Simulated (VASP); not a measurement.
Here is a VASP 6.6.1 calculation.

The input POSCAR:

```
Sb
1.0
    3.0573972777      0.0000000000      0.0000000000
    0.0000000000      3.0573972777      0.0000000000
    0.0000000000      0.0000000000      3.0573972777
Sb
1
Direct
    0.0000000000      0.0000000000      0.0000000000
```

The input INCAR.step1:

```
PREC = Accurate
ENCUT = 520
EDIFF = 1E-5
ISMEAR = -1
SIGMA = 0.05
LREAL = F
LASPH = T
NELM = 80
ALGO = Normal
ISIF = 2
LWAVE = T
NBANDS = 8
GGA = PE
```

Contents of INCAR.step2:

```
PREC = Accurate
ENCUT = 520
EDIFF = 1E-7
ISMEAR = -1
SIGMA = 0.05
LREAL = F
LASPH = T
NELM = 80
ALGO = Normal
ISIF = 2
LWAVE = F
LCHARG = T
GGA = PE
LHFCALC = T
AEXX = 0.25
HFSCREEN = 0.3
PRECFOCK = Normal
LELF = T
LVHAR = T
NBANDS = 8
ISTART = 1
```

KPOINTS

```
regular mesh
0
Gamma
  4 4 4
```

Potentials or basis: VASP PAW PBE potentials, release 64 (Sb).

The run is started by

```console
$ cat potpaw_PBE.64/Sb/POTCAR > POTCAR
$ cp INCAR.step1 INCAR
$ mpirun -np 1 vasp_std > vasp.out
$ cp INCAR.step2 INCAR
$ mpirun -np 1 vasp_std > vasp.out
```

(1) Predict the pressure.

Answers

(1) -1.0 GPa.

Caveat: the k points lie up to 0.51 Å⁻¹ apart; the PAW data sets were made with another functional, which shifts forces and pressure a little.
